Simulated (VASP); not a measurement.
The system is KSr.

```
K Sr
1.0
     4.78861    0.00000    0.00000
    -2.39430    4.14706    0.00000
     0.00000    0.00000    7.66879
K Sr
2 2
Cartesian
  0.0000 2.7647 0.0000
  2.3943 1.3824 3.8344
  0.0000 2.7647 2.9302
  2.3943 1.3824 6.7646
```

| Quantity | Value |
| --- | --- |
| Program | VASP 6.6.1 |
| Task | relaxation of cell and atoms |
| Functional | PBE |
| Potentials or basis | VASP PAW PBE potentials, release 64 (K_sv, Sr_sv) |
| Cutoff | 600 eV |
| k mesh | 6 × 6 × 2 |
| Occupations | gaussian, width 0.1 eV |
| Spin | no spin polarisation |

At the start: pressure 6.7 GPa; volume 38.07 Å³/atom.

Task: Where does the relaxation end?

Result: Over 9 steps the energy falls by 790.6 meV/atom and the volume is 111.91 Å³/atom (+193.9 %); space group P6_3mc (No. 186, to 0.05 Å).

The path:
| step | energy change (eV) | largest force (eV/Å) | pressure (GPa) | volume (Å³) |
| --- | --- | --- | --- | --- |
| 1 | 0.0000 | 0.2656 | 6.70 | 152.29 |
| 2 | -1.1811 | 0.0578 | 3.80 | 190.17 |
| 3 | -2.4745 | 0.1428 | 0.45 | 303.88 |
| 4 | -2.8971 | 0.1628 | 0.82 | 334.17 |
| 5 | -3.1022 | 0.1633 | 0.24 | 400.66 |
| 6 | -3.1407 | 0.1520 | 0.05 | 435.74 |
| 7 | -3.1414 | 0.1491 | 0.01 | 443.52 |
| 8 | -3.1587 | 0.0660 | -0.02 | 446.43 |
| 9 | -3.1624 | 0.0340 | -0.02 | 447.65 |

Final structure:
```
CELL_PARAMETERS angstrom
6.81195 0.00000 0.00000
-3.40598 5.89932 0.00000
0.00000 0.00000 11.13943
ATOMIC_POSITIONS crystal
K 0.33333 0.66667 0.00640
K 0.66667 0.33333 0.50640
Sr 0.33333 0.66667 0.37570
Sr 0.66667 0.33333 0.87570
```

Caveat: the k points lie up to 0.28 Å⁻¹ apart in the final cell; the volume moved by over 15 % at a fixed basis, so the end points are rough.
